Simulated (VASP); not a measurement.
Input of a VASP 6.6.1 run:

File INCAR:

```
ALGO = Normal
EDIFF = 1E-7
ENCUT = 520
ISIF = 2
ISMEAR = -1
LASPH = True
LCHARG = False
LREAL = False
LWAVE = False
NBANDS = 14
NELM = 100
PREC = Accurate
SIGMA = 0.05
```

The input KPOINTS:

```
k-points
0
Gamma
  10 10 10
```

POSCAR

```
ZrB
1.0
    0.0000000000      2.4149542542      2.4149542542
    2.4149542542      0.0000000000      2.4149542542
    2.4149542542      2.4149542542      0.0000000000
Zr B
1 1
Direct
    0.0000000000      0.0000000000      0.0000000000
    0.5000000000      0.5000000000      0.5000000000
```

Potentials or basis: VASP PAW LDA potentials, release 64 (Zr_sv, B).

Command:

```bash
$ cat potpaw_LDA.64/Zr_sv/POTCAR potpaw_LDA.64/B/POTCAR > POTCAR
$ mpirun -np 1 vasp_std > vasp.out
```

(1) What does it give for the pressure?

Answers

(1) 0.3 GPa.
